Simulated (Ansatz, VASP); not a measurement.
# One calculation of Ni, two programs

```
Ni
1.0
     2.32833    0.00000    0.00000
     0.00000    2.32833    0.00000
     0.00000    0.00000    2.32833
Ni
1
Direct
  0.00000 0.00000 0.00000
```

Alike in both runs: task single point; functional PBE; k mesh 15 × 15 × 15; occupations fermi-dirac, width 0.05 eV; collinear spin.

|  | VASP | Ansatz |
| --- | --- | --- |
| version | VASP 6.6.1 | Ansatz 0.2.0 |
| potentials or method | VASP PAW PBE potentials, release 64 (Ni), cutoff 520 eV | plane waves (420 eV) with PAW, scalar-relativistic |
| valence electrons in the cell | 10 | 18 |

VASP gave:

```
pressure (GPa)                                                : -0.1
net moment per atom (μB)                                      : 0.51
size of the moment on the site where the two differ most (μB) : 0.52
```

Task: Estimate Ansatz's values.

Result: Pressure (GPa): 0.1; net moment per atom (μB): 0.53; size of the moment on the site where the two differ most (μB): 0.55.

Site moments also hang on the region over which each program counts them. VASP's potentials hold 10 valence electrons a cell and Ansatz's 18, so a difference there can come from the potentials and not from the codes.
